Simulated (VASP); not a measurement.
# AlNi (P1) in VASP: single point with PBE

Aim: the single point of AlNi with PBE.

All numbers are computed with VASP 6.6.1; they aren't measurements. Logs are shortened: lines on timing, memory, paths and dates and some standing lists are left out, and cuts for length are marked.

## 1. The cell of the first run

The typed cell holds 2 atoms: a = 2.671 Å, b = 2.749 Å, c = 4.706 Å, α = 111.10°, β = 121.64°, γ = 57.41°.

## 2. Single point, PBE

Contents of INCAR:

```
SYSTEM = AlNi
  PREC = Accurate
  ENCUT = 520
  EDIFF = 1E-6
  ISMEAR = 0
  SIGMA = 0.15
  LREAL = .FALSE.
  LASPH = .TRUE.
  NELM = 100
  ALGO = Fast
  ISIF = 2
  LWAVE = .FALSE.
  LCHARG = .FALSE.
  GGA = PE
  NBANDS = 14
```

Contents of KPOINTS:

```
regular mesh
0
G
  15 15 14
  0 0 0
```

Contents of POSCAR:

```
AlNi
1.0
    2.3256648924     -1.2427731077     -0.4228374901
    2.3917534067      1.3465306227     -0.1551244940
   -1.8646512189      0.3502206323      4.3061789639
Al Ni
1 1
Direct
    0.0028494701      0.0011804936     -0.0004122012
    0.4971505299      0.4988195064      0.5004122012
```

Potentials or basis: VASP PAW PBE potentials, release 64 (Al, Ni).

Run with:

```console
$ cat potpaw_PBE.64/Al/POTCAR potpaw_PBE.64/Ni/POTCAR > POTCAR
$ mpirun -np 1 vasp_std > vasp.out
```

OUTCAR:

```text
SYSTEM = AlNi
   PREC = Accurate
   ENCUT = 520
   EDIFF = 1E-6
   ISMEAR = 0
   LREAL = .FALSE.
   LASPH = .TRUE.
   NELM = 100
   ISIF = 2
   GGA = PE

 ion  position               nearest neighbor table
   1  0.003  0.001  1.000-   2 2.35   2 2.37   2 2.49   2 2.51   2 2.85   2 2.88   2 3.15
   2  0.497  0.499  0.500-   1 2.35   1 2.37   1 2.49   1 2.51   1 2.85   1 2.88   1 3.15

  LATTYP: Found a triclinic cell.
 ALAT       =     2.7491258038
 B/A-ratio  =     2.3438508974
 C/A-ratio  =     0.9714285480
 COS(alpha) =     0.0138179886
 COS(beta)  =     0.5386417126
 COS(gamma) =     0.6696600127

  Lattice vectors:

 A1 = (  -2.3917534067,  -1.3465306227,   0.1551244940)
 A2 = (  -1.9968282475,  -4.8283868285,   3.7707529717)
 A3 = (  -2.3256648924,   1.2427731077,   0.4228374901)

Analysis of symmetry for initial positions (statically):
=====================================================================
 Subroutine PRICEL returns:
 Original cell was already a primitive cell.

 Routine SETGRP: Setting up the symmetry group for a
 triclinic supercell.

 Subroutine GETGRP returns: Found  1 space group operations
 (whereof  1 operations were pure point group operations)
 out of a pool of  2 trial point group operations.

The static configuration has the point symmetry C_1 .

Analysis of symmetry for dynamics (positions and initial velocities):
=====================================================================
 Subroutine PRICEL returns:
 Original cell was already a primitive cell.

 Routine SETGRP: Setting up the symmetry group for a
 triclinic supercell.

 Subroutine GETGRP returns: Found  1 space group operations
 (whereof  1 operations were pure point group operations)
 out of a pool of  2 trial point group operations.

The dynamic configuration has the point symmetry C_1 .

 Subroutine INISYM returns: Found  1 space group operations
 (whereof  1 operations are pure point group operations),
 and found     1 'primitive' translations

----------------------------------------------------------------------------------------

                                     Primitive cell

  volume of cell :      24.6359

  direct lattice vectors                    reciprocal lattice vectors
     2.325664892 -1.242773108 -0.422837490     0.237569366 -0.406320635  0.135917685
     2.391753407  1.346530623 -0.155124494     0.211217041  0.374506045  0.061002195
    -1.864651219  0.350220632  4.306178964     0.030936515 -0.026406830  0.247768157

[... 93 lines left out ...]
   PSTRESS=    0.0 pullay stress
   NELECT =      13.0000    total number of electrons
   NUPDOWN=      -1.0000    fix difference up-down
   EMIN   =  10.00;   EMAX   =-10.00  energy-range for DOS
   EFERMI =   0.00;   METHOD = LEGACY
   ISMEAR =     0;   SIGMA  =   0.15  broadening in eV -4-tet -1-fermi 0-gaus
   EFERMI_NEDOS =   21; number of points for ismear=-14 and -15
   IALGO  =     68    algorithm
   IMIX   =      4    mixing-type and parameters
     AMIX     =   0.40;   BMIX     =  1.00
     AMIX_MAG =   1.60;   BMIX_MAG =  1.00
  volume/ion in A,a.u.               =      12.32        83.13
  Fermi-wavevector in a.u.,A,eV,Ry     =   1.322919  2.499955 23.811758  1.750115
  Thomas-Fermi vector in A             =   2.452565
   LORBIT       =      0    0 simple, 1 ext, 2 COOP (PROOUT), +10 PAW based schemes
   GGA     = PE    functional components
   LHFCALC =     F    Hartree Fock is set to
   AEXX    =    0.0000 exact exchange contribution
   IVDW    =     0    specifies the selected vdW correction
   LEPSILON=     F    determine dielectric tensor
   LRPA    =     F    only Hartree local field effects (RPA)
 non-spin polarized calculation
 RMM-DIIS sequential band-by-band and
 Gauss-broadening in eV      SIGMA  =   0.15
  energy-cutoff  :      520.00
  volume of cell :       24.64
 maximum number of plane-waves:       677
   NGX =  9   NGY = 11   NGZ = 17

 number of electron      13.0000001 magnetization

 Free energy of the ion-electron system (eV)
  ---------------------------------------------------
  ext. energy  EPLUGINS =         0.00000000
  ---------------------------------------------------
  free energy    TOTEN  =        -9.86964426 eV

  energy without entropy =       -9.86043442  energy(sigma->0) =       -9.86503934

 E-fermi :   9.5424     XC(G=0): -11.9041

 val. band max:        9.5407350543   @ k =  -0.3333   0.3333   0.1429
 cond. band min:       9.5505995931   @ k =   0.1333  -0.4667   0.2143
 fundamental gap:      0.0098645388
 Fermi energy:         9.5423561689

 k-point     1 :       0.0000    0.0000    0.0000
  band No.  band energies     occupation
      1      -1.5032      2.00000
      2       5.7567      2.00000
      3       7.2976      2.00000
      4       7.6770      2.00000
      5       8.0432      2.00000
      6       8.1687      2.00000
      7       8.4869      2.00000
      8      11.5889      0.00000
      9      22.9729      0.00000
     10      23.2513      0.00000
     11      25.1100      0.00000
     12      25.1950      0.00000
     13      27.5117      0.00000
     14      28.5904      0.00000
[... 377 lines left out ...]
      1      -1.0032      2.00000
      2       6.0314      2.00000
      3       6.8843      2.00000
      4       7.6555      2.00000
      5       8.0967      2.00000
      6       8.3263      2.00000
      7       9.0710      1.99999
      8      11.8271      0.00000
      9      19.1299      0.00000
     10      21.4652      0.00000
     11      23.6972      0.00000
     12      26.0834      0.00000
     13      27.0275      0.00000
     14      28.9441      0.00000

 [... further k-points ...]

------------------------ aborting loop because EDIFF is reached ----------------------------------------

  FORCE on cell =-STRESS in cart. coord.  units (eV):
  Direction    XX          YY          ZZ          XY          YZ          ZX
  --------------------------------------------------------------------------------------
  -------------------------------------------------------------------------------------
  Total        1.3187776      1.0563064     -0.2386602      0.6107073      0.4161547      1.3575439
  in kB       85.7657955     68.6961587    -15.5211007     39.7169305     27.0643328     88.2869340
  external PRESSURE =      46.3136178 kB  Pullay stress =       0.0000000 kB

 VOLUME and BASIS-vectors are now :
 -----------------------------------------------------------------------------
  energy-cutoff  :      520.00
  volume of cell :       24.64
      direct lattice vectors                 reciprocal lattice vectors
     2.325664892 -1.242773108 -0.422837490     0.237569366 -0.406320635  0.135917685
     2.391753407  1.346530623 -0.155124494     0.211217041  0.374506045  0.061002195
    -1.864651219  0.350220632  4.306178964     0.030936515 -0.026406830  0.247768157

 POSITION                                       TOTAL-FORCE (eV/Angst)
 -----------------------------------------------------------------------------------
     -1.85443      0.34812      4.30302        -0.054006     -0.048662     -0.014621
      1.41616      0.22909      1.86727         0.054006      0.048662      0.014621
 -----------------------------------------------------------------------------------
    total drift:                                0.000330     -0.000040      0.000017

  FREE ENERGIE OF THE ION-ELECTRON SYSTEM (eV)
  ---------------------------------------------------
  free  energy   TOTEN  =        -9.8696442613 eV

  energy  without entropy=       -9.8604344215  energy(sigma->0) =       -9.86503934
```

OSZICAR:

```text
N       E                     dE             d eps       ncg     rms          rms(c)
DAV:   1     0.403232544661E+02    0.40323E+02   -0.53499E+03 44636   0.960E+02
DAV:   2    -0.969531371194E+01   -0.50019E+02   -0.45095E+02 47716   0.178E+02
DAV:   3    -0.114330352215E+02   -0.17377E+01   -0.17205E+01 54602   0.366E+01
DAV:   4    -0.114570021288E+02   -0.23967E-01   -0.23960E-01 51550   0.393E+00
DAV:   5    -0.114577333276E+02   -0.73120E-03   -0.73119E-03 55532   0.742E-01    0.125E+01
RMM:   6    -0.146629106600E+02   -0.32052E+01   -0.16868E+01 53818   0.517E+01    0.199E+01
RMM:   7    -0.993769279645E+01    0.47252E+01   -0.45695E+00 49672   0.262E+01    0.140E+00
RMM:   8    -0.988100219240E+01    0.56691E-01   -0.15926E-01 46280   0.416E+00    0.760E-01
RMM:   9    -0.987158806434E+01    0.94141E-02   -0.22791E-02 48561   0.891E-01    0.376E-01
RMM:  10    -0.986985628991E+01    0.17318E-02   -0.24984E-03 53139   0.550E-01    0.163E-01
RMM:  11    -0.986963641289E+01    0.21988E-03   -0.58529E-04 59609   0.290E-01    0.565E-02
RMM:  12    -0.986966715567E+01   -0.30743E-04   -0.18076E-04 60406   0.139E-01    0.605E-02
RMM:  13    -0.986964230925E+01    0.24846E-04   -0.80693E-05 56303   0.102E-01    0.196E-02
RMM:  14    -0.986964405214E+01   -0.17429E-05   -0.27765E-05 65884   0.363E-02    0.821E-03
RMM:  15    -0.986964426130E+01   -0.20916E-06   -0.18917E-06 38243   0.105E-02
   1 F= -.98696443E+01 E0= -.98650393E+01  d E =-.920984E-02
```

stdout:

```text
POSCAR found type information on POSCAR AlNi
 POSCAR found :  2 types and       2 ions
 scaLAPACK will be used
 LDA part: xc-table for (Slater+PW92), standard interpolation
 POSCAR, INCAR and KPOINTS ok, starting setup
 FFT: planning ... GRIDC
 FFT: planning ... GRID_SOFT
 FFT: planning ... GRID
 WAVECAR not read
 entering main loop
WARNING in EDDRMM: call to ZHEGV failed, returncode =   8  4     14
WARNING in EDDRMM: call to ZHEGV failed, returncode =   8  4     14
WARNING in EDDRMM: call to ZHEGV failed, returncode =   8  4     14
```

Wall time 12 min (1 thread of Intel Xeon 8259CL, shared host); peak memory 0.63 GiB.

What came out:

```
Free energy            : -9.8696 eV
Pressure               : 4.6 GPa
Largest force          : 0.074 eV/Å
Band gap on the k mesh : zero (an odd number of electrons rules out a gap without spin polarisation)
```

Forces in eV/Å, atoms in the order of the input:
```
Al  -0.054 -0.049 -0.015
Ni   0.054  0.049  0.015
```

Levels at points of the mesh, in eV from the Fermi level:
```csv
k point,band 4,band 5,band 6,band 7,band 8,band 9,band 10,band 11
"(0.00, 0.00, 0.00)",-1.87,-1.50,-1.37,-1.06,2.05,13.43,13.71,15.57
"(0.00, 0.00, 0.50)",-1.84,-1.47,-1.38,-1.07,8.84,12.60,13.23,14.93
```

Caveat: the cell stands under pressure. Spin polarisation is off, so any magnetic state and its effect on volume and gap are missing.
